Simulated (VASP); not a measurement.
Input of a VASP 6.6.1 run:

File INCAR:

```
SYSTEM = Ir
ALGO = Normal
EDIFF = 1E-6
ENCUT = 520
GGA = PS
ISIF = 2
ISMEAR = -1
ISPIN = 2
LASPH = .TRUE.
LCHARG = .TRUE.
LELF = .TRUE.
LMAXMIX = 4
LORBIT = 11
LREAL = .FALSE.
LVHAR = .TRUE.
LWAVE = .FALSE.
MAGMOM = 1
NBANDS = 14
NELM = 150
PREC = Accurate
SIGMA = 0.05
```

Contents of KPOINTS:

```
k-points
0
G
  23 23 23
  0 0 0
```

Contents of POSCAR:

```
Ir
1.0
    0.0000000000      1.9652980952      1.9652980952
    1.9652980952      0.0000000000      1.9652980952
    1.9652980952      1.9652980952      0.0000000000
Ir
1
Direct
    0.0000000000      0.0000000000      0.0000000000
```

Potentials or basis: VASP PAW PBE potentials, release 64 (Ir).

Command:

```bash
$ cat potpaw_PBE.64/Ir/POTCAR > POTCAR
$ mpirun -np 1 vasp_std > vasp.out
```

(1) Predict the net moment.

(2) What does it give for the pressure?

Answers

(1) 0.00 μB per cell.

(2) -24.1 GPa.

Caveat: the cell stands under tension; the PAW data sets were made with another functional, which shifts forces and pressure a little.
